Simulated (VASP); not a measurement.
# HfO2 (Fm-3m) in VASP: notebook, part 2 of 2

VASP 6.6.1.

## (3) Single point, PBE (volume scaled by 0.96, then relaxed in part)

File INCAR:

```
PREC = Accurate
ENCUT = 520
EDIFF = 1E-6
ISMEAR = -1
SIGMA = 0.02
LREAL = False
LASPH = True
NELM = 100
ALGO = Normal
ISIF = 2
LWAVE = False
LCHARG = True
GGA = PE
LELF = True
LVHAR = True
NBANDS = 18
```

File KPOINTS:

```
Automatic mesh
0
Gamma
  10 10 10
```

File POSCAR:

```
HfO2
1.0
    0.0000000000      2.5229349520      2.5229349520
    2.5229349520      0.0000000000      2.5229349520
    2.5229349520      2.5229349520      0.0000000000
Hf O
1 2
Direct
    0.0000000000      0.0000000000      0.0000000000
    0.2500000000      0.2500000000      0.2500000000
    0.7500000000      0.7500000000      0.7500000000
```

Potentials or basis: VASP PAW PBE potentials, release 64 (Hf_pv, O).

The run is started by

```
$ cat potpaw_PBE.64/Hf_pv/POTCAR potpaw_PBE.64/O/POTCAR > POTCAR
$ mpirun -np 1 vasp_std > vasp.out
```

OUTCAR:

```text
PREC = Accurate
   ENCUT = 520
   EDIFF = 1E-6
   ISMEAR = -1
   LREAL = False
   LASPH = True
   NELM = 100
   ISIF = 2
   GGA = PE

 ion  position               nearest neighbor table
   1  0.000  0.000  0.000-   3 2.18   3 2.18   3 2.18   2 2.18   3 2.18   2 2.18   2 2.18   2 2.18

   2  0.250  0.250  0.250-   1 2.18   1 2.18   1 2.18   1 2.18
   3  0.750  0.750  0.750-   1 2.18   1 2.18   1 2.18   1 2.18

  LATTYP: Found a face centered cubic cell.
 ALAT       =     5.0458699040

  Lattice vectors:

 A1 = (   0.0000000000,   2.5229349520,   2.5229349520)
 A2 = (   2.5229349520,   0.0000000000,   2.5229349520)
 A3 = (   2.5229349520,   2.5229349520,   0.0000000000)

Analysis of symmetry for initial positions (statically):
=====================================================================
 Subroutine PRICEL returns:
 Original cell was already a primitive cell.

 Routine SETGRP: Setting up the symmetry group for a
 face centered cubic supercell.

 Subroutine GETGRP returns: Found 48 space group operations
 (whereof 48 operations were pure point group operations)
 out of a pool of 48 trial point group operations.

The static configuration has the point symmetry O_h .

Analysis of symmetry for dynamics (positions and initial velocities):
=====================================================================
 Subroutine PRICEL returns:
 Original cell was already a primitive cell.

 Routine SETGRP: Setting up the symmetry group for a
 face centered cubic supercell.

 Subroutine GETGRP returns: Found 48 space group operations
 (whereof 48 operations were pure point group operations)
 out of a pool of 48 trial point group operations.

The dynamic configuration has the point symmetry O_h .

 Subroutine INISYM returns: Found 48 space group operations
 (whereof 48 operations are pure point group operations),
[... 113 lines left out ...]
   ISMEAR =    -1;   SIGMA  =   0.02  broadening in eV -4-tet -1-fermi 0-gaus
   EFERMI_NEDOS =   21; number of points for ismear=-14 and -15
   IALGO  =     38    algorithm
   IMIX   =      4    mixing-type and parameters
     AMIX     =   0.40;   BMIX     =  1.00
     AMIX_MAG =   1.60;   BMIX_MAG =  1.00
  volume/ion in A,a.u.               =      10.71        72.25
  Fermi-wavevector in a.u.,A,eV,Ry     =   1.443111  2.727084 28.335068  2.082569
  Thomas-Fermi vector in A             =   2.561555
   LORBIT       =      0    0 simple, 1 ext, 2 COOP (PROOUT), +10 PAW based schemes
   GGA     = PE    functional components
   LHFCALC =     F    Hartree Fock is set to
   AEXX    =    0.0000 exact exchange contribution
   IVDW    =     0    specifies the selected vdW correction
   LEPSILON=     F    determine dielectric tensor
   LRPA    =     F    only Hartree local field effects (RPA)
 non-spin polarized calculation
  energy-cutoff  :      520.00
  volume of cell :       32.12
 maximum number of plane-waves:       893
   NGX = 13   NGY = 13   NGZ = 13

 number of electron      21.9999993 magnetization

 Free energy of the ion-electron system (eV)
  ---------------------------------------------------
  ext. energy  EPLUGINS =         0.00000000
  ---------------------------------------------------
  free energy    TOTEN  =       -30.24103025 eV

  energy without entropy =      -30.24103025  energy(sigma->0) =      -30.24103025

 E-fermi :   4.8612     XC(G=0): -11.9154

 val. band max:        4.4023222762   @ k =   0.5000   0.5000   0.0000
 cond. band min:       8.2427206624   @ k =   0.5000   0.5000   0.0000
 fundamental gap:      3.8403983861
 Fermi energy:         4.8612061915

 k-point     1 :       0.0000    0.0000    0.0000
  band No.  band energies     occupation
      1     -25.2187      2.00000
      2     -25.2187      2.00000
      3     -25.2187      2.00000
      4     -14.4201      2.00000
      5     -11.3147      2.00000
      6      -1.0286      2.00000
[... 481 lines left out ...]
      5     -12.3965      2.00000
      6      -1.1098      2.00000
[... 10 lines left out ...]
     17      14.8436      0.00000
     18      17.9434      0.00000

 [... further k-points ...]

------------------------ aborting loop because EDIFF is reached ----------------------------------------

  FORCE on cell =-STRESS in cart. coord.  units (eV):
  Direction    XX          YY          ZZ          XY          YZ          ZX
  --------------------------------------------------------------------------------------
  -------------------------------------------------------------------------------------
  Total        0.8242280      0.8242280      0.8242280     -0.0000000     -0.0000000      0.0000000
  in kB       41.1158998     41.1158998     41.1158998     -0.0000000     -0.0000000      0.0000000
  external PRESSURE =      41.1158998 kB  Pullay stress =       0.0000000 kB

 VOLUME and BASIS-vectors are now :
 -----------------------------------------------------------------------------
  energy-cutoff  :      520.00
  volume of cell :       32.12
      direct lattice vectors                 reciprocal lattice vectors
     0.000000000  2.522934952  2.522934952    -0.198181883  0.198181883  0.198181883
     2.522934952  0.000000000  2.522934952     0.198181883 -0.198181883  0.198181883
     2.522934952  2.522934952  0.000000000     0.198181883  0.198181883 -0.198181883

 POSITION                                       TOTAL-FORCE (eV/Angst)
 -----------------------------------------------------------------------------------
      0.00000      0.00000      0.00000        -0.000000      0.000000     -0.000000
      1.26147      1.26147      1.26147         0.000000      0.000000     -0.000000
      3.78440      3.78440      3.78440        -0.000000     -0.000000      0.000000
 -----------------------------------------------------------------------------------
    total drift:                                0.000000      0.000000      0.000000

  FREE ENERGIE OF THE ION-ELECTRON SYSTEM (eV)
  ---------------------------------------------------
  free  energy   TOTEN  =       -30.2410302470 eV

  energy  without entropy=      -30.2410302470  energy(sigma->0) =      -30.24103025
```

OSZICAR:

```text
N       E                     dE             d eps       ncg     rms          rms(c)
DAV:   1     0.905664833966E+02    0.90566E+02   -0.12642E+04  1700   0.121E+03
DAV:   2    -0.320477133793E+02   -0.12261E+03   -0.11865E+03  2172   0.288E+02
DAV:   3    -0.359694828472E+02   -0.39218E+01   -0.39048E+01  1968   0.454E+01
DAV:   4    -0.359924555796E+02   -0.22973E-01   -0.22967E-01  2080   0.385E+00
DAV:   5    -0.359925914876E+02   -0.13591E-03   -0.13591E-03  1914   0.277E-01    0.494E+01
DAV:   6    -0.303624530212E+02    0.56301E+01   -0.19964E+01  1736   0.324E+01    0.425E+01
DAV:   7    -0.302753651920E+02    0.87088E-01   -0.65094E-01  1956   0.667E+00    0.294E+01
DAV:   8    -0.302608760721E+02    0.14489E-01   -0.26370E-01  1858   0.474E+00    0.940E+00
DAV:   9    -0.302408261079E+02    0.20050E-01   -0.62952E-02  1794   0.210E+00    0.261E+00
DAV:  10    -0.302409743068E+02   -0.14820E-03   -0.32262E-03  1900   0.436E-01    0.181E-01
DAV:  11    -0.302410181645E+02   -0.43858E-04   -0.16475E-04  1946   0.112E-01    0.206E-01
DAV:  12    -0.302410293304E+02   -0.11166E-04   -0.35503E-05  1868   0.401E-02    0.159E-02
DAV:  13    -0.302410302470E+02   -0.91661E-06   -0.14619E-06  1870   0.925E-03
   1 F= -.30241030E+02 E0= -.30241030E+02  d E =-.357185E-12
```

Run time: 33 s. Hardware: 1 thread of Intel Xeon 8259CL, shared host; peak memory 0.17 GiB.

Results:

```yaml
Free_energy: -30.2410 eV
Pressure: 4.1 GPa
Band_gap_on_the_k_mesh: 3.84 eV, direct
```

Caveat: the cell differs from its parent crystal (volume scaled by 0.96, then relaxed in part); spin-orbit coupling is left out, which moves the levels of the heavy elements. A k mesh can miss the band edges.

## (4) Single point, PBE (volume scaled by 0.98, then relaxed in part)

File INCAR:

```
  ALGO = Normal
  EDIFF = 1E-7
  ENCUT = 520
  GGA = PE
  ISIF = 2
  ISMEAR = -1
  LASPH = T
  LCHARG = F
  LREAL = F
  LWAVE = F
  NBANDS = 18
  NELM = 60
  PREC = Accurate
  SIGMA = 0.02
```

File KPOINTS:

```
k-points
0
Gamma
  10 10 10
```

File POSCAR:

```
HfO2
1.0
    0.0000000000      2.5403350533      2.5403350533
    2.5403350533      0.0000000000      2.5403350533
    2.5403350533      2.5403350533      0.0000000000
Hf O
1 2
Direct
    0.0000000000      0.0000000000      0.0000000000
    0.2500000000      0.2500000000      0.2500000000
    0.7500000000      0.7500000000      0.7500000000
```

The run is started by

```
$ cat potpaw_PBE.64/Hf_pv/POTCAR potpaw_PBE.64/O/POTCAR > POTCAR
$ mpirun -np 1 vasp_std > vasp.out
```

It took 37 s on 1 thread of Intel Xeon 8259CL, shared host; peak memory 0.17 GiB.

Results (log left out):

* Free energy: -30.2479 eV
* Pressure: -1.2 GPa
* Band gap on the k mesh: 3.78 eV, direct

Levels at points of the mesh, in eV from the valence-band top:
```tsv
k point	band 9	band 10	band 11	band 12	band 13	band 14
(0.00, 0.00, 0.00)	-0.60	-0.60	-0.60	3.87	3.87	5.79
(0.50, 0.00, 0.00)	-2.71	-1.82	-1.82	4.58	4.58	6.93
(0.50, 0.50, 0.00)	-1.52	-1.52	0.00	3.78	5.47	6.58
```

Caveat: the cell differs from its parent crystal (volume scaled by 0.98, then relaxed in part); spin-orbit coupling is left out, which moves the levels of the heavy elements. A k mesh can miss the band edges.

## (5) Single point, PBE

This run uses another cell than the first one, of 11.15 Å³/atom, 1.064 times its volume.

File INCAR:

```
SYSTEM = HfO2
ALGO = Normal
EDIFF = 1E-6
ENCUT = 520
GGA = PE
ISIF = 2
ISMEAR = -1
LASPH = .True.
LCHARG = .False.
LREAL = .False.
LWAVE = .False.
NBANDS = 18
NELM = 80
PREC = Accurate
SIGMA = 0.02
```

File KPOINTS:

```
k-points
0
Gamma
  10 10 10
  0 0 0
```

File POSCAR:

```
HfO2
1.0
    0.0000000000      2.5575000000      2.5575000000
    2.5575000000      0.0000000000      2.5575000000
    2.5575000000      2.5575000000      0.0000000000
Hf O
1 2
Direct
    0.0000000000      0.0000000000      0.0000000000
    0.2500000000      0.2500000000      0.2500000000
    0.7500000000      0.7500000000      0.7500000000
```

The run is started by

```
$ cat potpaw_PBE.64/Hf_pv/POTCAR potpaw_PBE.64/O/POTCAR > POTCAR
$ mpirun -np 1 vasp_std > vasp.out
```

Wall time 29 s (1 thread of Intel Xeon 8259CL, shared host); peak memory 0.17 GiB.

It converged, with:

| Property | Result |
| --- | --- |
| Free energy | -30.2336 eV |
| Pressure | -6.0 GPa |
| Band gap on the k mesh | 3.73 eV, direct |

Levels at points of the mesh, in eV from the valence-band top:
| k point | band 8 | band 9 | band 10 | band 11 | band 12 | band 13 | band 14 | band 15 |
| --- | --- | --- | --- | --- | --- | --- | --- | --- |
| (0.00, 0.00, 0.00) | -5.18 | -0.59 | -0.59 | -0.59 | 3.82 | 3.82 | 5.62 | 10.09 |
| (0.50, 0.00, 0.00) | -3.00 | -2.67 | -1.80 | -1.80 | 4.51 | 4.51 | 6.74 | 8.98 |
| (0.50, 0.50, 0.00) | -3.40 | -1.48 | -1.48 | 0.00 | 3.73 | 5.36 | 6.39 | 7.93 |

Caveat: spin-orbit coupling is left out, which moves the levels of the heavy elements.

## (6) Single point, PBE (volume scaled by 1.02, then relaxed in part)

File INCAR:

```
SYSTEM = HfO2
ALGO = Normal
EDIFF = 1E-6
ENCUT = 520
GGA = PE
ISIF = 2
ISMEAR = -1
LASPH = .TRUE.
LCHARG = .FALSE.
LREAL = .FALSE.
LWAVE = .FALSE.
NBANDS = 18
NELM = 100
PREC = Accurate
SIGMA = 0.02
```

File KPOINTS:

```
k-points
0
G
  10 10 10
  0 0 0
```

File POSCAR:

```
HfO2
1.0
    0.0000000000      2.5744375797      2.5744375797
    2.5744375797      0.0000000000      2.5744375797
    2.5744375797      2.5744375797      0.0000000000
Hf O
1 2
Direct
    0.0000000000      0.0000000000      0.0000000000
    0.2500000000      0.2500000000      0.2500000000
    0.7500000000      0.7500000000      0.7500000000
```

Potentials or basis: VASP PAW PBE potentials, release 64 (Hf_pv, O).

The run is started by

```
$ cat potpaw_PBE.64/Hf_pv/POTCAR potpaw_PBE.64/O/POTCAR > POTCAR
$ mpirun -np 1 vasp_std > vasp.out
```

OUTCAR:

```text
SYSTEM = HfO2
   EDIFF = 1E-6
   ENCUT = 520
   GGA = PE
   ISIF = 2
   ISMEAR = -1
   LASPH = .TRUE.
   LREAL = .FALSE.
   NELM = 100
   PREC = Accurate

 ion  position               nearest neighbor table
   1  0.000  0.000  0.000-   2 2.23   3 2.23   3 2.23   3 2.23   3 2.23   2 2.23   2 2.23   2 2.23

   2  0.250  0.250  0.250-   1 2.23   1 2.23   1 2.23   1 2.23
   3  0.750  0.750  0.750-   1 2.23   1 2.23   1 2.23   1 2.23

  LATTYP: Found a face centered cubic cell.
 ALAT       =     5.1488751594

  Lattice vectors:

 A1 = (   0.0000000000,   2.5744375797,   2.5744375797)
 A2 = (   2.5744375797,   0.0000000000,   2.5744375797)
 A3 = (   2.5744375797,   2.5744375797,   0.0000000000)

Analysis of symmetry for initial positions (statically):
=====================================================================
 Subroutine PRICEL returns:
 Original cell was already a primitive cell.

 Routine SETGRP: Setting up the symmetry group for a
 face centered cubic supercell.

 Subroutine GETGRP returns: Found 48 space group operations
 (whereof 48 operations were pure point group operations)
 out of a pool of 48 trial point group operations.

The static configuration has the point symmetry O_h .

Analysis of symmetry for dynamics (positions and initial velocities):
=====================================================================
 Subroutine PRICEL returns:
 Original cell was already a primitive cell.

 Routine SETGRP: Setting up the symmetry group for a
 face centered cubic supercell.

 Subroutine GETGRP returns: Found 48 space group operations
 (whereof 48 operations were pure point group operations)
 out of a pool of 48 trial point group operations.

The dynamic configuration has the point symmetry O_h .

 Subroutine INISYM returns: Found 48 space group operations
 (whereof 48 operations are pure point group operations),
 and found     1 'primitive' translations

----------------------------------------------------------------------------------------

[... 113 lines left out ...]
     AMIX     =   0.40;   BMIX     =  1.00
     AMIX_MAG =   1.60;   BMIX_MAG =  1.00
  volume/ion in A,a.u.               =      11.38        76.76
  Fermi-wavevector in a.u.,A,eV,Ry     =   1.414241  2.672528 27.212700  2.000077
  Thomas-Fermi vector in A             =   2.535803
   LORBIT       =      0    0 simple, 1 ext, 2 COOP (PROOUT), +10 PAW based schemes
   GGA     = PE    functional components
   LHFCALC =     F    Hartree Fock is set to
   AEXX    =    0.0000 exact exchange contribution
   IVDW    =     0    specifies the selected vdW correction
   LEPSILON=     F    determine dielectric tensor
   LRPA    =     F    only Hartree local field effects (RPA)
 non-spin polarized calculation
  energy-cutoff  :      520.00
  volume of cell :       34.13
 maximum number of plane-waves:       941
   NGX = 13   NGY = 13   NGZ = 13

 number of electron      21.9999995 magnetization

 Free energy of the ion-electron system (eV)
  ---------------------------------------------------
  ext. energy  EPLUGINS =         0.00000000
  ---------------------------------------------------
  free energy    TOTEN  =       -30.20032029 eV

  energy without entropy =      -30.20032029  energy(sigma->0) =      -30.20032029

 E-fermi :   4.3547     XC(G=0): -11.5929

 val. band max:        3.8899343289   @ k =   0.5000   0.5000   0.0000
 cond. band min:       7.5650886148   @ k =   0.5000   0.5000   0.0000
 fundamental gap:      3.6751542858
 Fermi energy:         4.3547187674

 k-point     1 :       0.0000    0.0000    0.0000
  band No.  band energies     occupation
      1     -26.0140      2.00000
      2     -26.0140      2.00000
      3     -26.0140      2.00000
      4     -14.5585      2.00000
      5     -11.7535      2.00000
      6      -1.1751      2.00000
[... 481 lines left out ...]
      5     -12.7049      2.00000
      6      -1.3085      2.00000
[... 10 lines left out ...]
     17      13.7887      0.00000
     18      17.0192      0.00000

 [... further k-points ...]

------------------------ aborting loop because EDIFF is reached ----------------------------------------

  FORCE on cell =-STRESS in cart. coord.  units (eV):
  Direction    XX          YY          ZZ          XY          YZ          ZX
  --------------------------------------------------------------------------------------
  -------------------------------------------------------------------------------------
  Total       -2.1895722     -2.1895722     -2.1895722      0.0000000      0.0000000     -0.0000000
  in kB     -102.7999133   -102.7999133   -102.7999133      0.0000000      0.0000000     -0.0000000
  external PRESSURE =    -102.7999133 kB  Pullay stress =       0.0000000 kB

 VOLUME and BASIS-vectors are now :
 -----------------------------------------------------------------------------
  energy-cutoff  :      520.00
  volume of cell :       34.13
      direct lattice vectors                 reciprocal lattice vectors
     0.000000000  2.574437580  2.574437580    -0.194217177  0.194217177  0.194217177
     2.574437580  0.000000000  2.574437580     0.194217177 -0.194217177  0.194217177
     2.574437580  2.574437580  0.000000000     0.194217177  0.194217177 -0.194217177

 POSITION                                       TOTAL-FORCE (eV/Angst)
 -----------------------------------------------------------------------------------
      0.00000      0.00000      0.00000         0.000000      0.000000      0.000000
      1.28722      1.28722      1.28722        -0.000000     -0.000000      0.000000
      3.86166      3.86166      3.86166         0.000000      0.000000     -0.000000
 -----------------------------------------------------------------------------------
    total drift:                                0.000000      0.000000      0.000000

  FREE ENERGIE OF THE ION-ELECTRON SYSTEM (eV)
  ---------------------------------------------------
  free  energy   TOTEN  =       -30.2003202914 eV

  energy  without entropy=      -30.2003202914  energy(sigma->0) =      -30.20032029
```

OSZICAR:

```text
N       E                     dE             d eps       ncg     rms          rms(c)
DAV:   1     0.960120086620E+02    0.96012E+02   -0.12587E+04  1692   0.120E+03
DAV:   2    -0.317561623158E+02   -0.12777E+03   -0.12368E+03  2130   0.289E+02
DAV:   3    -0.360474928717E+02   -0.42913E+01   -0.42735E+01  1996   0.477E+01
DAV:   4    -0.360737368997E+02   -0.26244E-01   -0.26225E-01  2044   0.408E+00
DAV:   5    -0.360739085239E+02   -0.17162E-03   -0.17162E-03  1950   0.315E-01    0.434E+01
DAV:   6    -0.303647104262E+02    0.57092E+01   -0.21103E+01  1724   0.320E+01    0.388E+01
DAV:   7    -0.302473610422E+02    0.11735E+00   -0.69858E-01  1912   0.683E+00    0.280E+01
DAV:   8    -0.302302902332E+02    0.17071E-01   -0.39221E-01  1816   0.557E+00    0.104E+01
DAV:   9    -0.301998475527E+02    0.30443E-01   -0.83989E-02  1788   0.249E+00    0.276E+00
DAV:  10    -0.302002836136E+02   -0.43606E-03   -0.36989E-03  1916   0.460E-01    0.108E-01
DAV:  11    -0.302003023729E+02   -0.18759E-04   -0.20977E-04  1950   0.116E-01    0.239E-01
DAV:  12    -0.302003193247E+02   -0.16952E-04   -0.47211E-05  1840   0.457E-02    0.179E-02
DAV:  13    -0.302003202914E+02   -0.96674E-06   -0.14746E-06  1790   0.897E-03
   1 F= -.30200320E+02 E0= -.30200320E+02  d E =-.280611E-12
```

stdout:

```text
POSCAR found type information on POSCAR HfO
 POSCAR found :  2 types and       3 ions
 scaLAPACK will be used
 LDA part: xc-table for (Slater+PW92), standard interpolation
 POSCAR, INCAR and KPOINTS ok, starting setup
 FFT: planning ... GRIDC
 FFT: planning ... GRID_SOFT
 FFT: planning ... GRID
 WAVECAR not read
 entering main loop
```

Wall time 31 s (1 thread of Intel Xeon 8259CL, shared host); peak memory 0.17 GiB.

Results:

```yaml
Free_energy: -30.2003 eV
Pressure: -10.3 GPa
Band_gap_on_the_k_mesh: 3.68 eV, direct
```

Caveat: the cell differs from its parent crystal (volume scaled by 1.02, then relaxed in part); spin-orbit coupling is left out, which moves the levels of the heavy elements. A k mesh can miss the band edges.

## (7) Summary

| cell | gap on the mesh (eV) | pressure (GPa) |
| --- | --- | --- |
| a = 3.543 Å, angles 60.0°, 3 atoms | 3.90 | 10.0 |
| a = 3.568 Å, angles 60.0°, 3 atoms | 3.84 | 4.1 |
| a = 3.593 Å, angles 60.0°, 3 atoms | 3.78 | -1.2 |
| a = 3.617 Å, angles 60.0°, 3 atoms | 3.73 | -6.0 |
| a = 3.641 Å, angles 60.0°, 3 atoms | 3.68 | -10.3 |

Alike in all rows: task single point; level PBE; potentials or basis VASP PAW PBE potentials, release 64 (Hf_pv, O); no spin polarisation; k mesh 10 × 10 × 10; cutoff (eV) 520; smearing fermi-dirac 0.02 eV.

Caveats: spin-orbit coupling is left out, which moves the levels of the heavy elements.

Absolute energies hang on the potentials; compare differences alone.
